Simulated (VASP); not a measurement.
# Al3Cu (P4/mmm) in VASP: further runs, part 3 of 3

VASP 6.6.1. Earlier steps stand in the parts before.

### Step 5. Single point, PBEsol (strained)

The input, INCAR:

```
SYSTEM = Al3Cu
ALGO = Normal ; EDIFF = 1E-7
ENCUT = 520 ; GGA = PS
ISIF = 2 ; ISMEAR = 0
LASPH = .TRUE. ; LCHARG = .FALSE.
LREAL = .FALSE. ; LWAVE = .FALSE.
NBANDS = 18 ; NELM = 100
PREC = Accurate ; SIGMA = 0.1
```

The input, KPOINTS:

```
k-points
0
G
  16 16 6
  0 0 0
```

The input, POSCAR:

```
Al3Cu
1.0
    2.7792389510      0.0000000000      0.0000000000
    0.0000000000      2.7792389510      0.0000000000
    0.0000000000      0.0000000000      6.8394511241
Al Cu
3 1
Direct
    0.0000000000      0.0000000000      0.5000000000
    0.5000000000      0.5000000000      0.2148219844
    0.5000000000      0.5000000000      0.7851780156
    0.0000000000      0.0000000000      0.0000000000
```

Potentials or basis: VASP PAW PBE potentials, release 64 (Al, Cu).

Launch:

```sh
$ cat potpaw_PBE.64/Al/POTCAR potpaw_PBE.64/Cu/POTCAR > POTCAR
$ mpirun -np 1 vasp_std > vasp.out
```

OUTCAR:

```text
SYSTEM = Al3Cu
   EDIFF = 1E-7
   ENCUT = 520
   GGA = PS
   ISIF = 2
   ISMEAR = 0
   LASPH = .TRUE.
   LREAL = .FALSE.
   NELM = 100
   PREC = Accurate

 ion  position               nearest neighbor table
   1  0.000  0.000  0.500-   2 2.77   3 2.77   2 2.77   3 2.77   2 2.77   3 2.77   2 2.77   3 2.77

   2  0.500  0.500  0.215-   4 2.45   4 2.45   4 2.45   4 2.45   1 2.77   1 2.77   1 2.77   1 2.77
                             3 2.94
   3  0.500  0.500  0.785-   4 2.45   4 2.45   4 2.45   4 2.45   1 2.77   1 2.77   1 2.77   1 2.77
                             2 2.94
   4  0.000  0.000  0.000-   2 2.45   3 2.45   2 2.45   3 2.45   2 2.45   3 2.45   2 2.45   3 2.45

  LATTYP: Found a simple tetragonal cell.
 ALAT       =     2.7792389510
 C/A-ratio  =     2.4609079121

  Lattice vectors:

 A1 = (   2.7792389510,   0.0000000000,   0.0000000000)
 A2 = (   0.0000000000,   2.7792389510,   0.0000000000)
 A3 = (   0.0000000000,   0.0000000000,   6.8394511241)

Analysis of symmetry for initial positions (statically):
=====================================================================
[... 171 lines left out ...]
  ext. energy  EPLUGINS =         0.00000000
  ---------------------------------------------------
  free energy    TOTEN  =       -16.56257137 eV

  energy without entropy =      -16.55583656  energy(sigma->0) =      -16.55920397

 E-fermi :   9.6337     XC(G=0): -11.3868

 val. band max:        9.6324064348   @ k =   0.4375   0.4375   0.0000
 cond. band min:       9.6389509997   @ k =   0.3750   0.0625   0.1667
 fundamental gap:      0.0065445649
 Fermi energy:         9.6337031613

 k-point     1 :       0.0000    0.0000    0.0000
  band No.  band energies     occupation
      1      -2.3668      2.00000
      2       0.7477      2.00000
      3       0.7808      2.00000
      4       4.4145      2.00000
      5       4.8426      2.00000
      6       5.3732      2.00000
[... 481 lines left out ...]
      5       4.7685      2.00000
      6       4.8451      2.00000
[... 10 lines left out ...]
     17      17.2625      0.00000
     18      19.1617      0.00000

 [... further k-points ...]
[... 5 lines left out ...]
  --------------------------------------------------------------------------------------
  -------------------------------------------------------------------------------------
  Total        4.0069085      4.0069085      6.8713648      0.0000000      0.0000000      0.0000000
  in kB      121.5197814    121.5197814    208.3917689      0.0000000      0.0000000      0.0000000
  external PRESSURE =     150.4771105 kB  Pullay stress =       0.0000000 kB

 VOLUME and BASIS-vectors are now :
 -----------------------------------------------------------------------------
  energy-cutoff  :      520.00
  volume of cell :       52.83
      direct lattice vectors                 reciprocal lattice vectors
     2.779238951  0.000000000  0.000000000     0.359810732  0.000000000  0.000000000
     0.000000000  2.779238951  0.000000000     0.000000000  0.359810732  0.000000000
     0.000000000  0.000000000  6.839451124     0.000000000  0.000000000  0.146210563

 POSITION                                       TOTAL-FORCE (eV/Angst)
 -----------------------------------------------------------------------------------
      0.00000      0.00000      3.41973         0.000000      0.000000      0.000000
      1.38962      1.38962      1.46926        -0.000000      0.000000      0.750767
      1.38962      1.38962      5.37019         0.000000     -0.000000     -0.750767
      0.00000      0.00000      0.00000         0.000000      0.000000      0.000000
 -----------------------------------------------------------------------------------
    total drift:                                0.000000      0.000000     -0.000000

  FREE ENERGIE OF THE ION-ELECTRON SYSTEM (eV)
  ---------------------------------------------------
  free  energy   TOTEN  =       -16.5625713736 eV

  energy  without entropy=      -16.5558365576  energy(sigma->0) =      -16.55920397
```

OSZICAR:

```text
N       E                     dE             d eps       ncg     rms          rms(c)
DAV:   1     0.768715577255E+02    0.76872E+02   -0.84787E+03  6510   0.119E+03
DAV:   2    -0.149834262811E+02   -0.91855E+02   -0.85238E+02  6640   0.221E+02
DAV:   3    -0.196229101061E+02   -0.46395E+01   -0.44732E+01  8870   0.555E+01
DAV:   4    -0.197269296494E+02   -0.10402E+00   -0.10344E+00  9240   0.689E+00
DAV:   5    -0.197290756483E+02   -0.21460E-02   -0.21456E-02  9300   0.965E-01    0.178E+01
DAV:   6    -0.245398428536E+02   -0.48108E+01   -0.10975E+02  8228   0.278E+02    0.153E+01
DAV:   7    -0.170315035565E+02    0.75083E+01   -0.21366E+01  8796   0.968E+01    0.440E+00
DAV:   8    -0.165839297719E+02    0.44757E+00   -0.31098E+00  9652   0.494E+01    0.143E+00
DAV:   9    -0.165655762594E+02    0.18354E-01   -0.18851E-01 10084   0.607E+00    0.404E-01
DAV:  10    -0.165627316022E+02    0.28447E-02   -0.86012E-03  9900   0.251E+00    0.168E-01
DAV:  11    -0.165628480121E+02   -0.11641E-03   -0.92302E-04 10188   0.529E-01    0.120E-01
DAV:  12    -0.165625688774E+02    0.27913E-03   -0.82438E-04  8786   0.944E-01    0.155E-02
DAV:  13    -0.165625719849E+02   -0.31075E-05   -0.50628E-05  8808   0.511E-02    0.163E-02
DAV:  14    -0.165625716846E+02    0.30031E-06   -0.13152E-06  9994   0.240E-02    0.130E-02
DAV:  15    -0.165625714279E+02    0.25665E-06   -0.50685E-07  7730   0.141E-02    0.596E-03
DAV:  16    -0.165625713736E+02    0.54340E-07   -0.10317E-07  4978   0.762E-03
   1 F= -.16562571E+02 E0= -.16559204E+02  d E =-.673482E-02
```

stdout:

```text
POSCAR found type information on POSCAR AlCu
 POSCAR found :  2 types and       4 ions
 scaLAPACK will be used
 -----------------------------------------------------------------------------
|                                                                             |
|                                                                             |
|     You enforced a specific xc type in the INCAR file but a different       |
|     I HOPE YOU KNOW WHAT YOU ARE DOING!                                     |
|                                                                             |
 -----------------------------------------------------------------------------

 LDA part: xc-table for (Slater+PW92), standard interpolation
 POSCAR, INCAR and KPOINTS ok, starting setup
 FFT: planning ... GRIDC
 FFT: planning ... GRID_SOFT
 FFT: planning ... GRID
 WAVECAR not read
 entering main loop
```

Wall time 4.2 min (1 thread of AMD EPYC 7R43 (Zen 3), shared host); peak memory 0.26 GiB.

Results:

- Free energy: -16.5626 eV
- Pressure: 15.0 GPa
- Largest force: 0.751 eV/Å
- Band gap on the k mesh: zero (band 10 reaches 15.55 eV, above the bottom of band 11 at 7.46 eV)

Forces on the atoms (eV/Å):
```
Al   0.000  0.000  0.000
Al   0.000  0.000  0.751
Al   0.000  0.000 -0.751
Cu   0.000  0.000  0.000
```

Stress tensor (GPa, compression positive):
```
12.15  0.00  0.00
 0.00 12.15  0.00
 0.00  0.00 20.84
```

Caveat: the cell differs from its parent crystal (strained); the PAW data sets were made with another functional, which shifts forces and pressure a little.

### Step 6. Single point, PBEsol (volume scaled by 0.88, then relaxed in part)

The input, INCAR:

```
ALGO     = Fast           # electronic algorithm
EDIFF    = 1E-7           # SCF threshold, eV
ENCUT    = 520            # plane-wave cutoff, eV
GGA      = PS             # functional
ISIF     = 2              # what is computed and relaxed
ISMEAR   = 0              # smearing method
LASPH    = True           # aspherical terms in the spheres
LCHARG   = True           # write CHGCAR
LELF     = True           # ELF
LREAL    = False          # projectors in reciprocal space
LVHAR    = True         
LWAVE    = False          # write WAVECAR
NBANDS   = 18             # bands
NELM     = 100            # most SCF steps
PREC     = Accurate       # precision mode
SIGMA    = 0.1            # smearing width, eV
```

The input, KPOINTS:

```
k-points
0
Gamma
  16 16 6
```

The input, POSCAR:

```
Al3Cu
1.0
    2.6671527213      0.0000000000      0.0000000000
    0.0000000000      2.6671527213      0.0000000000
    0.0000000000      0.0000000000      7.2670808132
Al Cu
3 1
Direct
    0.0000000000      0.0000000000      0.5000000000
    0.5000000000      0.5000000000      0.2258120218
    0.5000000000      0.5000000000      0.7741879782
    0.0000000000      0.0000000000      0.0000000000
```

Potentials or basis: VASP PAW PBE potentials, release 64 (Al, Cu).

Launch:

```sh
$ cat potpaw_PBE.64/Al/POTCAR potpaw_PBE.64/Cu/POTCAR > POTCAR
$ mpirun -np 1 vasp_std > vasp.out
```

Run time: 2.6 min. Hardware: 1 thread of Intel Xeon Platinum 8375C at 2.90GHz (Ice Lake), shared host; peak memory 0.27 GiB.

Results (log left out):

```yaml
Free_energy: -16.6170 eV
Pressure: 17.2 GPa
Largest_force: 0.020 eV/Å
Band_gap_on_the_k_mesh: zero (band 10 reaches 14.47 eV, above the bottom of band 11 at 8.01 eV)
```

Forces on the atoms (eV/Å):
```
Al   0.000  0.000  0.000
Al   0.000  0.000  0.020
Al   0.000  0.000 -0.020
Cu   0.000  0.000  0.000
```

Levels at points of the mesh, in eV from the Fermi level:
```csv
k point,band 6,band 7,band 8,band 9,band 10,band 11,band 12,band 13,band 14,band 15
"(0.00, 0.00, 0.00)",-4.02,-4.02,-3.55,-2.00,0.69,6.41,7.27,7.27,8.11,9.81
"(0.50, 0.00, 0.00)",-4.50,-4.12,-4.01,-3.90,-2.50,-1.90,2.75,4.27,4.44,5.71
"(0.50, 0.50, 0.00)",-2.84,-2.84,-0.64,-0.36,0.05,0.05,0.45,0.45,0.45,2.81
"(0.00, 0.00, 0.50)",-4.02,-4.02,-3.91,-3.55,4.43,6.05,6.37,7.83,7.83,8.05
"(0.50, 0.00, 0.50)",-4.81,-4.12,-3.90,-2.85,-1.18,-1.01,0.06,1.15,9.10,9.21
"(0.50, 0.50, 0.50)",-2.04,-2.04,-1.93,-1.93,-0.69,-0.64,0.57,2.29,3.23,3.23
```

Caveat: the PAW data sets were made with another functional, which shifts forces and pressure a little.

### Step 7. The runs side by side

```tsv
cell	k mesh	smearing	gap on the mesh (eV)	pressure (GPa)	largest force (eV/Å)
a = 2.786, b = 2.786, c = 7.570 Å, 4 atoms	16 × 16 × 6	fermi-dirac 0.15 eV	none	0.2	0.02
a = 2.780, b = 2.780, c = 7.603 Å, 4 atoms	16 × 16 × 6	gaussian 0.1 eV	none	-0.1	0.02
a = 2.863, b = 2.863, c = 7.466 Å, 4 atoms	18 × 18 × 8	gaussian 0.1 eV	none	-3.6	0.02
a = 2.779, b = 2.779, c = 6.839 Å, 4 atoms	16 × 16 × 6	gaussian 0.1 eV	none	15.0	0.75
a = 2.667, b = 2.667, c = 7.267 Å, 4 atoms	16 × 16 × 6	gaussian 0.1 eV	none	17.2	0.02
```

Alike in all rows: task single point; level PBEsol; potentials or basis VASP PAW PBE potentials, release 64 (Al, Cu); no spin polarisation; cutoff (eV) 520.

Caveats: the PAW data sets were made with another functional, which shifts forces and pressure a little.

Total energies depend on the potentials used, so only differences within one code and one set of settings carry meaning.
